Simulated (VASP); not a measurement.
Set up this calculation in VASP 6.6.1, as the native input.

```
Task                   : single point
Functional             : PBEsol
Potentials or basis    : VASP PAW PBE potentials, release 64 (Mn_pv, O)
Cutoff                 : 520 eV
k mesh                 : 9 × 9 × 9
Occupations            : fermi-dirac, width 0.05 eV
Spin                   : collinear spin, ferromagnetic start
Starting moments       : [4.0, 0.0] μB
Dipole correction      : no
Further INCAR settings : ALGO = Normal; EDIFF = 1e-06; NBANDS = 20
```

The structure of MnO lies in POSCAR:

```
MnO
1.0
    3.0295689687     -1.7506562310      0.0000000000
    3.0295689687      1.7506562310      0.0000000000
   -2.0235529244      0.0000000000      2.8654273429
Mn O
1 1
Direct
    0.5001990000      0.5001990000      0.5006650000
    0.7498025000      0.7498025000      0.2493360000
```

One way to write it, as run:

INCAR

```
SYSTEM = MnO
PREC = Accurate
ENCUT = 520
EDIFF = 1E-6
ISMEAR = -1
SIGMA = 0.05
LREAL = .False.
LASPH = .True.
NELM = 150
ALGO = Normal
ISIF = 2
LWAVE = .False.
LCHARG = .True.
ISPIN = 2
MAGMOM = 4 0
LORBIT = 11
LMAXMIX = 4
GGA = PS
LELF = .True.
LVHAR = .True.
NBANDS = 20
```

KPOINTS

```
regular mesh
0
Gamma
  9 9 9
  0 0 0
```

Potentials or basis: VASP PAW PBE potentials, release 64 (Mn_pv, O).

The run is started by

```console
$ cat potpaw_PBE.64/Mn_pv/POTCAR potpaw_PBE.64/O/POTCAR > POTCAR
$ mpirun -np 1 vasp_std > vasp.out
```

It gave:

```
Pressure                                              : -12.8 GPa
Largest force                                         : 0.004 eV/Å
Band gap on the k mesh                                : zero (filled and empty bands touch)
Net moment                                            : 5.00 μB per cell
Site moments                                          : Mn +4.45; O +0.16 μB
Valence electrons inside the program's atomic spheres : Mn 11.29; O 4.93
```

Caveat: the cell stands under tension; the PAW data sets were made with another functional, which shifts forces and pressure a little; a cell with one magnetic atom can't hold antiferromagnetic order, which such compounds often take; semilocal functionals often make such compounds metallic where correlation or magnetic order opens a gap, which also shifts bond lengths.

It took 7.8 min on 1 thread of Intel Xeon 8259CL (shared host), peak memory 0.32 GiB.
